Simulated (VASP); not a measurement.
# C (R-3m) in VASP: notebook, part 2 of 2

VASP 6.6.1. Earlier steps stand in the parts before.

**4. Single point, PBE+D3(BJ)**

This run uses another cell than the first one, of 9.29 Å³/atom, 1.025 times its volume.

File INCAR:

```
  PREC = Accurate
  ENCUT = 520
  EDIFF = 1E-7
  ISMEAR = 0
  SIGMA = 0.05
  LREAL = False
  LASPH = True
  NELM = 80
  ALGO = Normal
  ISIF = 2
  LWAVE = False
  LCHARG = False
  GGA = PE
  IVDW = 12
  NBANDS = 11
```

File KPOINTS:

```
Automatic mesh
0
Gamma
  15 15 15
```

File POSCAR:

```
C
1.0
    1.2530811925      0.7234667638      3.4175230126
   -1.2530811925      0.7234667638      3.4175230126
    0.0000000000     -1.4469335276      3.4175230125
C
2
Direct
    0.1684797275      0.1684797275      0.1684797275
    0.8315202725      0.8315202725      0.8315202725
```

Command:

```bash
cat potpaw_PBE.64/C/POTCAR > POTCAR
mpirun -np 1 vasp_std > vasp.out
```

Run time: 45 s. Hardware: 1 thread of Intel Xeon 6975P-C (Granite Rapids), shared host; peak memory 0.2 GiB.

It converged, with:

```
Free energy                : -18.6874 eV
Pressure                   : -12.9 GPa
Largest force              : 0.635 eV/Å
Band gap on the k mesh     : 0.55 eV, direct
Dispersion energy per atom : -0.151 eV
```

Forces on the atoms (eV/Å):
```
C    0.000  0.000 -0.635
C    0.000  0.000  0.635
```

Stress tensor (GPa, compression positive):
```
-18.97   0.00   0.00
  0.00 -18.97   0.00
  0.00   0.00  -0.61
```

Levels at points of the mesh, in eV from the valence-band top:
```csv
k point,band 1,band 2,band 3,band 4,band 5,band 6,band 7,band 8,band 9
"(0.00, 0.00, 0.00)",-18.96,-6.02,-2.73,-2.73,4.57,8.33,8.33,11.08,11.80
```

**5. Single point, PBE+D3(BJ)**

This run uses another cell than the first one, of 9.29 Å³/atom, 1.025 times its volume.

Changes to INCAR since step 4:

```diff
@@ -7,3 +7,3 @@
   LASPH = True
-  NELM = 80
+  NELM = 60
   ALGO = Normal
```

KPOINTS is that of step 4.

File POSCAR:

```
C
1.0
    1.2530811925      0.7234667638      3.4175230126
   -1.2530811925      0.7234667638      3.4175230126
    0.0000000000     -1.4469335276      3.4175230125
C
2
Direct
    0.1647114427      0.1647114427      0.1647114427
    0.8352885573      0.8352885573      0.8352885573
```

Potentials or basis: VASP PAW PBE potentials, release 64 (C).

Command:

```bash
cat potpaw_PBE.64/C/POTCAR > POTCAR
mpirun -np 1 vasp_std > vasp.out
```

OUTCAR:

```text
PREC = Accurate
   ENCUT = 520
   EDIFF = 1E-7
   ISMEAR = 0
   LREAL = False
   LASPH = True
   NELM = 60
   ISIF = 2
   GGA = PE
   IVDW = 12
 IVDW          = 12

 ion  position               nearest neighbor table
   1  0.165  0.165  0.165-   2 1.45   2 1.45   2 1.45
   2  0.835  0.835  0.835-   1 1.45   1 1.45   1 1.45

  LATTYP: Found a trigonal (rhomboedric) cell.
 ALAT       =     3.7112100688
 COS(alpha) =     0.7719881893

  Lattice vectors:

 A1 = (   1.2530811925,   0.7234667638,   3.4175230126)
 A2 = (  -1.2530811925,   0.7234667638,   3.4175230126)
 A3 = (   0.0000000000,  -1.4469335276,   3.4175230125)

Analysis of symmetry for initial positions (statically):
=====================================================================
 Subroutine PRICEL returns:
 Original cell was already a primitive cell.

 Routine SETGRP: Setting up the symmetry group for a
 trigonal (rhombohedral) supercell.

 Subroutine GETGRP returns: Found 12 space group operations
 (whereof 12 operations were pure point group operations)
 out of a pool of 12 trial point group operations.

The static configuration has the point symmetry D_3d.

Analysis of symmetry for dynamics (positions and initial velocities):
=====================================================================
 Subroutine PRICEL returns:
 Original cell was already a primitive cell.

 Routine SETGRP: Setting up the symmetry group for a
 trigonal (rhombohedral) supercell.

 Subroutine GETGRP returns: Found 12 space group operations
 (whereof 12 operations were pure point group operations)
 out of a pool of 12 trial point group operations.

The dynamic configuration has the point symmetry D_3d.

 Subroutine INISYM returns: Found 12 space group operations
 (whereof 12 operations are pure point group operations),
 and found     1 'primitive' translations

----------------------------------------------------------------------------------------

                                     Primitive cell

  volume of cell :      18.5892
[... 117 lines left out ...]
   IVDW    =    12    specifies the selected vdW correction
   LEPSILON=     F    determine dielectric tensor
   LRPA    =     F    only Hartree local field effects (RPA)
 non-spin polarized calculation
 Gauss-broadening in eV      SIGMA  =   0.05
  energy-cutoff  :      520.00
  volume of cell :       18.59
 maximum number of plane-waves:       517
   NGX = 13   NGY = 13   NGZ = 13

 number of electron       8.0000000 magnetization

 Free energy of the ion-electron system (eV)
  ---------------------------------------------------
  ext. energy  EPLUGINS =         0.00000000
  ---------------------------------------------------
  free energy    TOTEN  =       -18.38457231 eV

  energy without entropy =      -18.38457231  energy(sigma->0) =      -18.38457231

 E-fermi :   4.1705     XC(G=0): -10.0985

 val. band max:        3.8972416098   @ k =  -0.3333   0.3333   0.0000
 cond. band min:       4.5565333497   @ k =  -0.3333   0.3333   0.0000
 fundamental gap:      0.6592917399
 Fermi energy:         4.1704610395

 k-point     1 :       0.0000    0.0000    0.0000
  band No.  band energies     occupation
      1     -15.0141      2.00000
      2      -2.0693      2.00000
      3       1.2180      2.00000
      4       1.2180      2.00000
      5       8.5142      0.00000
      6      12.2667      0.00000
      7      12.2667      0.00000
      8      15.0207      0.00000
      9      15.7478      0.00000
     10      26.3132      0.00000
     11      29.1433      0.00000
[... 309 lines left out ...]
 k-point    24 :       0.2000    0.1333   -0.0000
  band No.  band energies     occupation
      1     -14.2678      2.00000
      2      -1.5225      2.00000
      3      -1.1167      2.00000
      4      -0.1144      2.00000
      5       9.9068      0.00000
      6      12.4908      0.00000
      7      12.9355      0.00000
      8      14.3941      0.00000
      9      17.5020      0.00000
     10      24.5554      0.00000
     11      28.0815      0.00000

 [... further k-points ...]

------------------------ aborting loop because EDIFF is reached ----------------------------------------

 Edisp (eV)   -0.30250

 E8    (eV) :    -0.0855

  FORCE on cell =-STRESS in cart. coord.  units (eV):
  Direction    XX          YY          ZZ          XY          YZ          ZX
  --------------------------------------------------------------------------------------
  -------------------------------------------------------------------------------------
  Total      -2.19722    -2.19722    -0.08764     0.00000    -0.00000     0.00000
  in kB    -189.37563  -189.37563    -7.55378     0.00000    -0.00000     0.00000
  external pressure =     -128.77 kB  Pullay stress =        0.00 kB

 VOLUME and BASIS-vectors are now :
 -----------------------------------------------------------------------------
  energy-cutoff  :      520.00
  volume of cell :       18.59
      direct lattice vectors                 reciprocal lattice vectors
     1.253081193  0.723466764  3.417523013     0.399016443  0.230372251  0.097536529
    -1.253081193  0.723466764  3.417523013    -0.399016443  0.230372251  0.097536529
     0.000000000 -1.446933528  3.417523012     0.000000000 -0.460744501  0.097536529

 POSITION                                       TOTAL-FORCE (eV/Angst)
 -----------------------------------------------------------------------------------
      0.00000      0.00000      1.68872         0.000000      0.000000      0.642927
      0.00000      0.00000      8.56385         0.000000      0.000000     -0.642927
 -----------------------------------------------------------------------------------
    total drift:                               -0.000000     -0.000000      0.000000

  FREE ENERGIE OF THE ION-ELECTRON SYSTEM (eV)
  ---------------------------------------------------
  free  energy   TOTEN  =       -18.6870740770 eV

  energy  without entropy=      -18.6870740770  energy(sigma->0) =      -18.68707408
```

stdout:

```text
POSCAR found type information on POSCAR C
 POSCAR found :  1 types and       2 ions
 scaLAPACK will be used
 LDA part: xc-table for (Slater+PW92), standard interpolation
 POSCAR, INCAR and KPOINTS ok, starting setup
 FFT: planning ... GRIDC
 FFT: planning ... GRID_SOFT
 FFT: planning ... GRID
 WAVECAR not read
 entering main loop
```

Run time: 48 s. Hardware: 1 thread of Intel Xeon 6975P-C (Granite Rapids), shared host; peak memory 0.19 GiB.

Results:

```yaml
Free_energy: -18.6871 eV
Pressure: -12.9 GPa
Largest_force: 0.643 eV/Å
Band_gap_on_the_k_mesh: 0.66 eV, direct
Dispersion_energy_per_atom: -0.151 eV
```

Forces on the atoms (eV/Å):
```
C    0.000  0.000  0.643
C    0.000  0.000 -0.643
```

Stress tensor (GPa, compression positive):
```
-18.94   0.00   0.00
  0.00 -18.94   0.00
  0.00   0.00  -0.76
```
